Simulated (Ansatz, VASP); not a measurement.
One calculation of AgCl, two programs

```
Ag Cl
1.0
     0.00000    2.71664    2.71664
     2.71664    0.00000    2.71664
     2.71664    2.71664    0.00000
Ag Cl
1 1
Direct
  0.00000 0.00000 0.00000
  0.50000 0.50000 0.50000
```

Alike in both runs: task single point; functional PBE0; k mesh 6 × 6 × 6; occupations fermi-dirac, width 0.05 eV; no spin polarisation.

```csv
,VASP,Ansatz
version,VASP 6.6.1,Ansatz 0.2.0
potentials or method,"VASP PAW PBE potentials, release 64 (Ag, Cl)",Ansatz PAW
plane-wave cutoff (eV),520,420
valence electrons in the cell,18,26
```

```csv
,VASP,Ansatz,Ansatz less VASP
gap on the k mesh at the Fermi level (eV),3.08,3.09,+0.009
least direct gap on the mesh (eV),5.61,5.61,-0.004
pressure (GPa),4.6,4.9,+0.26
```

VASP's potentials hold 18 valence electrons a cell and Ansatz's 26, so a difference there can come from the potentials and not from the codes.
